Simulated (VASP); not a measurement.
# GaS3 (P4/mmm) in VASP: a series of runs

GaS3 is run at these levels: PBE; tasks: single point, relaxation of cell and atoms.

Program: VASP 6.6.1. These are calculated values, not measurements. Logs are shortened: lines on timing, memory, paths and dates and some standing lists are left out, and cuts for length are marked.

### Step 1. The cell of the first run

The structure is tetragonal, space group P4/mmm (No. 123). Conventional cell: a = 4.660 Å, b = 4.660 Å, c = 3.092 Å, α = 90.00°, β = 90.00°, γ = 90.00°. Ga (site symmetry 4/mmm) has 12 S at 2.80 to 3.29 Å and 2 Ga at 3.09 Å within 3.7 Å. S (site symmetry mmm) has 4 Ga at 2.80 Å and 10 S at 2.80 to 3.29 Å within 3.7 Å. Within 3.7 Å of S (site symmetry 4/mmm) lie 10 S at 2.80 to 3.09 Å and 4 Ga at 3.29 Å.

### Step 2. Single point, PBE

File INCAR:

```
SYSTEM = GaS3
PREC     = Accurate       ! precision mode
ENCUT    = 520            ! plane-wave cutoff, eV
EDIFF    = 1E-6           ! SCF threshold, eV
ISMEAR   = 0              ! smearing method
SIGMA    = 0.1            ! smearing width, eV
LREAL    = .FALSE.        ! projectors in reciprocal space
LASPH    = .TRUE.         ! aspherical terms in the spheres
NELM     = 80             ! most SCF steps
ALGO     = Normal         ! electronic algorithm
ISIF     = 2              ! what is computed and relaxed
LWAVE    = .FALSE.        ! write WAVECAR
LCHARG   = .FALSE.        ! write CHGCAR
GGA      = PE             ! functional
NBANDS   = 24             ! bands
```

File KPOINTS:

```
Automatic mesh
0
G
  4 4 4
  0 0 0
```

File POSCAR:

```
GaS3
1.0
    4.6595682453      0.0000000000      0.0000000000
    0.0000000000      4.6595682453      0.0000000000
    0.0000000000      0.0000000000      3.0916508707
Ga S
1 3
Direct
    0.0000000000      0.0000000000      0.0000000000
    0.0000000000      0.5000000000      0.5000000000
    0.5000000000      0.0000000000      0.5000000000
    0.5000000000      0.5000000000      0.0000000000
```

Potentials or basis: VASP PAW PBE potentials, release 64 (Ga_d, S).

Run with:

```bash
$ cat potpaw_PBE.64/Ga_d/POTCAR potpaw_PBE.64/S/POTCAR > POTCAR
$ mpirun -np 1 vasp_std > vasp.out
```

OUTCAR:

```text
SYSTEM = GaS3
   PREC = Accurate
   ENCUT = 520
   EDIFF = 1E-6
   ISMEAR = 0
   LREAL = .FALSE.
   LASPH = .TRUE.
   NELM = 80
   ISIF = 2
   GGA = PE

 ion  position               nearest neighbor table
   1  0.000  0.000  0.000-   2 2.80   3 2.80   2 2.80   3 2.80   2 2.80   2 2.80   3 2.80   3 2.80

   2  0.000  0.500  0.500-   1 2.80   1 2.80   1 2.80   1 2.80
   3  0.500  0.000  0.500-   1 2.80   1 2.80   1 2.80   1 2.80
   4  0.500  0.500  0.000-

  LATTYP: Found a simple tetragonal cell.
 ALAT       =     4.6595682453
 C/A-ratio  =     0.6635058675

  Lattice vectors:

 A1 = (   4.6595682453,   0.0000000000,   0.0000000000)
 A2 = (   0.0000000000,   4.6595682453,   0.0000000000)
 A3 = (   0.0000000000,   0.0000000000,   3.0916508707)

Analysis of symmetry for initial positions (statically):
=====================================================================
 Subroutine PRICEL returns:
 Original cell was already a primitive cell.

 Routine SETGRP: Setting up the symmetry group for a
 simple tetragonal supercell.

 Subroutine GETGRP returns: Found 16 space group operations
 (whereof 16 operations were pure point group operations)
 out of a pool of 16 trial point group operations.

The static configuration has the point symmetry D_4h.

Analysis of symmetry for dynamics (positions and initial velocities):
=====================================================================
 Subroutine PRICEL returns:
 Original cell was already a primitive cell.

 Routine SETGRP: Setting up the symmetry group for a
 simple tetragonal supercell.

 Subroutine GETGRP returns: Found 16 space group operations
 (whereof 16 operations were pure point group operations)
 out of a pool of 16 trial point group operations.

The dynamic configuration has the point symmetry D_4h.

 Subroutine INISYM returns: Found 16 space group operations
 (whereof 16 operations are pure point group operations),
 and found     1 'primitive' translations

----------------------------------------------------------------------------------------

                                     Primitive cell

  volume of cell :      67.1246

  direct lattice vectors                    reciprocal lattice vectors
     4.659568245  0.000000000  0.000000000     0.214612159  0.000000000  0.000000000
     0.000000000  4.659568245  0.000000000     0.000000000  0.214612159  0.000000000
     0.000000000  0.000000000  3.091650871     0.000000000  0.000000000  0.323451787

  length of vectors
     4.659568245  4.659568245  3.091650871     0.214612159  0.214612159  0.323451787

  position of ions in fractional coordinates (direct lattice)
     0.000000000  0.000000000  0.000000000
     0.000000000  0.500000000  0.500000000
     0.500000000  0.000000000  0.500000000
     0.500000000  0.500000000  0.000000000

  ion indices of the primitive-cell ions
   primitive index   ion index
                 1           1
                 2           2
                 3           3
                 4           4

----------------------------------------------------------------------------------------

 KPOINTS: Automatic mesh

Automatic generation of k-mesh.
 Grid dimensions read from file:
 generate k-points for:    4    4    4

 Generating k-lattice:

  Cartesian coordinates                     Fractional coordinates (reciprocal lattice)
     0.053653040  0.000000000  0.000000000     0.250000000  0.000000000  0.000000000
     0.000000000  0.053653040  0.000000000     0.000000000  0.250000000  0.000000000
     0.000000000  0.000000000  0.080862947     0.000000000  0.000000000  0.250000000

  Length of vectors
     0.053653040  0.053653040  0.080862947

  Shift w.r.t. Gamma in fractional coordinates (k-lattice)
     0.000000000  0.000000000  0.000000000

 Subroutine IBZKPT returns following result:
 ===========================================

 Found     18 irreducible k-points:

 Following reciprocal coordinates:
            Coordinates               Weight
  0.000000  0.000000  0.000000      1.000000
  0.250000  0.000000  0.000000      4.000000
  0.500000  0.000000  0.000000      2.000000
  0.250000  0.250000  0.000000      4.000000
  0.500000  0.250000  0.000000      4.000000
  0.500000  0.500000  0.000000      1.000000
[... 10 lines left out ...]
  0.500000  0.250000  0.500000      4.000000
  0.500000  0.500000  0.500000      1.000000
   k-points           NKPTS =     18   k-points in BZ     NKDIM =     18   number of bands    NBANDS=     24
   number of dos      NEDOS =    301   number of ions     NIONS =      4
   total plane-waves  NPLWV =  31104
   dimension x,y,z NGX =    36 NGY =   36 NGZ =   24
   dimension x,y,z NGXF=    72 NGYF=   72 NGZF=   48
   ions per type =               1   3
   NGX,Y,Z   is equivalent  to a cutoff of  12.84, 12.84, 12.91 a.u.
   NGXF,Y,Z  is equivalent  to a cutoff of  25.69, 25.69, 25.81 a.u.
 SYSTEM =  GaS3
   PREC   = accura    normal or accurate (medium, high low for compatibility)
   ISTART =      0    job   : 0-new  1-cont  2-samecut
   ICHARG =      2    charge: 1-file 2-atom 10-const
   ISPIN  =      1    spin polarized calculation?
   LNONCOLLINEAR =      F non collinear calculations
   LSORBIT =      F    spin-orbit coupling
   LASPH  =      T    aspherical Exc in radial PAW
   ENCUT  =  520.0 eV  38.22 Ry    6.18 a.u.   8.66  8.66  5.75*2*pi/ulx,y,z
   NELM   =     80;   NELMIN=  2; NELMDL= -5     # of ELM steps
   EDIFF  = 0.1E-05   stopping-criterion for ELM
   LREAL  =      F    real-space projection
   EDIFFG = 0.1E-04   stopping-criterion for IOM
   NSW    =      0    number of steps for IOM
   IBRION =     -1    ionic relax: 0-MD 1-quasi-New 2-CG
   NFREE  =      0    steps in history (QN), initial steepest desc. (CG)
   ISIF   =      2    stress and relaxation
   ISYM   =      2    0-nonsym 1-usesym 2-fastsym
   POTIM  = 0.5000    time-step for ionic-motion
   TEBEG  =    0.0;   TEEND  =   0.0 temperature during run
   PSTRESS=    0.0 pullay stress
   NELECT =      31.0000    total number of electrons
   NUPDOWN=      -1.0000    fix difference up-down
   EMIN   =  10.00;   EMAX   =-10.00  energy-range for DOS
   EFERMI =   0.00;   METHOD = LEGACY
   ISMEAR =     0;   SIGMA  =   0.10  broadening in eV -4-tet -1-fermi 0-gaus
   EFERMI_NEDOS =   21; number of points for ismear=-14 and -15
   IALGO  =     38    algorithm
   IMIX   =      4    mixing-type and parameters
     AMIX     =   0.40;   BMIX     =  1.00
     AMIX_MAG =   1.60;   BMIX_MAG =  1.00
  volume/ion in A,a.u.               =      16.78       113.24
  Fermi-wavevector in a.u.,A,eV,Ry     =   1.265420  2.391298 21.786853  1.601289
  Thomas-Fermi vector in A             =   2.398674
   LORBIT       =      0    0 simple, 1 ext, 2 COOP (PROOUT), +10 PAW based schemes
   GGA     = PE    functional components
   LHFCALC =     F    Hartree Fock is set to
   AEXX    =    0.0000 exact exchange contribution
   IVDW    =     0    specifies the selected vdW correction
   LEPSILON=     F    determine dielectric tensor
   LRPA    =     F    only Hartree local field effects (RPA)
 non-spin polarized calculation
 Gauss-broadening in eV      SIGMA  =   0.10
  energy-cutoff  :      520.00
  volume of cell :       67.12
 maximum number of plane-waves:      1835
 NGX is ok and might be reduce to    36
   NGX = 17   NGY = 17   NGZ = 11

 number of electron      30.9999987 magnetization

 Free energy of the ion-electron system (eV)
  ---------------------------------------------------
  ext. energy  EPLUGINS =         0.00000000
  ---------------------------------------------------
  free energy    TOTEN  =       -12.97727245 eV

  energy without entropy =      -12.96575175  energy(sigma->0) =      -12.97151210

 E-fermi :   6.7115     XC(G=0): -11.0350

 val. band max:        6.7034112820   @ k =   0.5000   0.2500   0.2500
 cond. band min:       6.7806470957   @ k =   0.2500   0.2500   0.0000
 fundamental gap:      0.0772358138
 Fermi energy:         6.7114901102

 k-point     1 :       0.0000    0.0000    0.0000
  band No.  band energies     occupation
      1      -9.0962      2.00000
      2      -7.9976      2.00000
      3      -7.9574      2.00000
      4      -7.8451      2.00000
      5      -7.8268      2.00000
      6      -7.8268      2.00000
[... 16 lines left out ...]
     23      15.0125      0.00000
     24      16.4995      0.00000

 k-point     2 :       0.2500    0.0000    0.0000
  band No.  band energies     occupation
      1      -8.7907      2.00000
      2      -7.9813      2.00000
      3      -7.9566      2.00000
      4      -7.8482      2.00000
      5      -7.8285      2.00000
      6      -7.8267      2.00000
[... 16 lines left out ...]
     23      15.3324      0.00000
     24      15.5769      0.00000

 k-point     3 :       0.5000    0.0000    0.0000
  band No.  band energies     occupation
      1      -8.2409      2.00000
      2      -7.9958      2.00000
      3      -7.9562      2.00000
      4      -7.8513      2.00000
      5      -7.8302      2.00000
      6      -7.8267      2.00000
[... 16 lines left out ...]
     23      14.7537      0.00000
     24      16.5623      0.00000

 k-point     4 :       0.2500    0.2500    0.0000
  band No.  band energies     occupation
      1      -8.4871      2.00000
      2      -7.9560      2.00000
      3      -7.9513      2.00000
      4      -7.8465      2.00000
      5      -7.8285      2.00000
      6      -7.8284      2.00000
[... 16 lines left out ...]
     23      15.5542      0.00000
     24      15.6289      0.00000

 k-point     5 :       0.5000    0.2500    0.0000
  band No.  band energies     occupation
      1      -7.9981      2.00000
      2      -7.9556      2.00000
      3      -7.9299      2.00000
      4      -7.8301      2.00000
      5      -7.8283      2.00000
      6      -7.7600      2.00000
[... 16 lines left out ...]
     23      14.2904      0.00000
     24      16.6206      0.00000

 k-point     6 :       0.5000    0.5000    0.0000
  band No.  band energies     occupation
      1      -7.9549      2.00000
      2      -7.9161      2.00000
      3      -7.8669      2.00000
      4      -7.8300      2.00000
      5      -7.8300      2.00000
      6      -6.9208      2.00000
[... 16 lines left out ...]
     23      14.2735      0.00000
     24      14.8353      0.00000
[... 217 lines left out ...]
 k-point    15 :       0.5000    0.0000    0.5000
  band No.  band energies     occupation
      1      -8.0168      2.00000
      2      -7.9215      2.00000
      3      -7.8593      2.00000
      4      -7.8376      2.00000
      5      -7.7861      2.00000
      6      -5.7503      2.00000
[... 16 lines left out ...]
     23      17.0914      0.00000
     24      17.2601      0.00000

 k-point    16 :       0.2500    0.2500    0.5000
  band No.  band energies     occupation
      1      -7.9762      2.00000
      2      -7.9632      2.00000
      3      -7.8581      2.00000
      4      -7.8412      2.00000
      5      -7.7896      2.00000
      6      -5.9389      2.00000
[... 16 lines left out ...]
     23      16.5707      0.00000
     24      16.8236      0.00000

 k-point    17 :       0.5000    0.2500    0.5000
  band No.  band energies     occupation
      1      -8.0122      2.00000
      2      -7.9663      2.00000
      3      -7.8528      2.00000
      4      -7.8459      2.00000
      5      -7.7839      2.00000
      6      -5.6432      2.00000
[... 16 lines left out ...]
     23      15.7068      0.00000
     24      16.0143      0.00000

 k-point    18 :       0.5000    0.5000    0.5000
  band No.  band energies     occupation
      1      -8.0076      2.00000
      2      -8.0076      2.00000
      3      -7.8539      2.00000
      4      -7.8468      2.00000
      5      -7.7814      2.00000
      6      -5.5274      2.00000
[... 16 lines left out ...]
     23      14.1206      0.00000
     24      14.6262      0.00000

------------------------ aborting loop because EDIFF is reached ----------------------------------------

  FORCE on cell =-STRESS in cart. coord.  units (eV):
  Direction    XX          YY          ZZ          XY          YZ          ZX
  --------------------------------------------------------------------------------------
  -------------------------------------------------------------------------------------
  Total        0.0843690      0.0843690     -0.1093142      0.0000000      0.0000000      0.0000000
  in kB        2.0137784      2.0137784     -2.6091891      0.0000000      0.0000000      0.0000000
  external PRESSURE =       0.4727892 kB  Pullay stress =       0.0000000 kB

 VOLUME and BASIS-vectors are now :
 -----------------------------------------------------------------------------
  energy-cutoff  :      520.00
  volume of cell :       67.12
      direct lattice vectors                 reciprocal lattice vectors
     4.659568245  0.000000000  0.000000000     0.214612159  0.000000000  0.000000000
     0.000000000  4.659568245  0.000000000     0.000000000  0.214612159  0.000000000
     0.000000000  0.000000000  3.091650871     0.000000000  0.000000000  0.323451787

 POSITION                                       TOTAL-FORCE (eV/Angst)
 -----------------------------------------------------------------------------------
      0.00000      0.00000      0.00000         0.000000      0.000000      0.000000
      0.00000      2.32978      1.54583         0.000000      0.000000      0.000000
      2.32978      0.00000      1.54583         0.000000      0.000000      0.000000
      2.32978      2.32978      0.00000         0.000000      0.000000      0.000000
 -----------------------------------------------------------------------------------
    total drift:                                0.000000      0.000000      0.000000

  FREE ENERGIE OF THE ION-ELECTRON SYSTEM (eV)
  ---------------------------------------------------
  free  energy   TOTEN  =       -12.9772724545 eV

  energy  without entropy=      -12.9657517480  energy(sigma->0) =      -12.97151210
```

It took 33 s on 1 thread of Intel Xeon 8259CL, shared host; peak memory 0.18 GiB.

What came out:

| Property | Result |
| --- | --- |
| Free energy | -12.9773 eV |
| Pressure | 0.0 GPa |
| Band gap on the k mesh | zero (an odd number of electrons rules out a gap without spin polarisation) |

Caveat: the k points lie up to 0.51 Å⁻¹ apart, too coarse for converged energies and pressures of a metal.

(Part 1 of 2 ends here.)

The gap in the log of VASP goes by the Fermi energy; the results here count the filled bands.